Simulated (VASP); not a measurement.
Wanted: the native input for a VASP 6.6.1 run.

* Task: single point
* Functional: PBE
* Potentials or basis: VASP PAW PBE potentials, release 64 (I)
* Cutoff: 520 eV
* k mesh: 12 × 12 × 12
* Occupations: fermi-dirac, width 0.08 eV
* Spin: no spin polarisation
* Dipole correction: no
* Further INCAR settings: ALGO = Normal; EDIFF = 1e-06; NBANDS = 10

The structure of I lies in POSCAR:

```
I
1.0
    2.9575394937      0.0000000000      0.0000000000
   -1.4787697469      2.5613043343      0.0000000000
    0.0000000000      0.0000000000      2.7704549593
I
1
Direct
    0.0000000000      0.0000000000      0.0000000000
```

One way to write it, as run:

INCAR

```
  ALGO = Normal
  EDIFF = 1E-6
  ENCUT = 520
  GGA = PE
  ISIF = 2
  ISMEAR = -1
  LASPH = T
  LCHARG = F
  LREAL = F
  LWAVE = F
  NBANDS = 10
  NELM = 100
  PREC = Accurate
  SIGMA = 0.08
```

KPOINTS

```
k-points
0
Gamma
  12 12 12
```

Potentials or basis: VASP PAW PBE potentials, release 64 (I).

The run is started by

```bash
$ cat potpaw_PBE.64/I/POTCAR > POTCAR
$ mpirun -np 1 vasp_std > vasp.out
```

It gave:

```json
{"Pressure": "67.4 GPa"}
```

Caveat: an odd number of electrons without spin polarisation forces a metal; a magnetic or distorted state may lie lower.

Run time: 28 s on 1 thread of AMD EPYC 7R43 64-Core Processor (Zen 3), on a shared host, peak memory 0.11 GiB.
